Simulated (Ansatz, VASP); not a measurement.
# SnBi5O2 in VASP and in Ansatz

```
Sn Bi O
1.0
     3.38796   -0.00005    0.00887
    -1.69148    2.93182   -0.15193
     0.02426   -1.03290   21.39005
Sn Bi O
1 5 2
Direct
  0.81177 0.00296 0.00002
  0.20501 0.77699 0.19747
  0.41931 0.22220 0.80250
  0.25233 0.87193 0.34268
  0.31341 0.99688 0.50001
  0.37455 0.12312 0.65732
  0.16045 0.70267 0.04570
  0.46318 0.30324 0.95429
```

Change from the starting cell: cell x1, atoms moved at random (sigma 0.05 Å) and cell strained at random (1.5 %), then relaxed without symmetry.

Alike in both runs: functional PBE; k mesh 6 × 6 × 1; occupations gaussian, width 0.2 eV; no spin polarisation.

Ansatz relaxed the structure, and its values are those at the end. VASP's run is a single point on that final structure, the one shown.

|  | VASP | Ansatz |
| --- | --- | --- |
| version | VASP 6.6.1 | Ansatz 0.2.0 |
| potentials or method | VASP PAW PBE potentials, release 64 (Sn_d, Bi_d, O), cutoff 520 eV | scalar-relativistic, plane waves, PAW |
| valence electrons in the cell | 101 | 101 |

VASP gave:

```
gap on the k mesh at the Fermi level (eV) : none
pressure (GPa)                            : 0.1
rms of the force components (eV/Å)        : 0.018
```

Q: Estimate Ansatz's values.

A: gap on the k mesh at the Fermi level (eV): none; pressure (GPa): 0.0; rms of the force components (eV/Å): 0.006.

A gap of «none» marks a metal or a gap that the smearing closes. The functional is the same, so the differences come from potentials, cutoffs and numerics.

Neither program's run includes spin-orbit coupling.
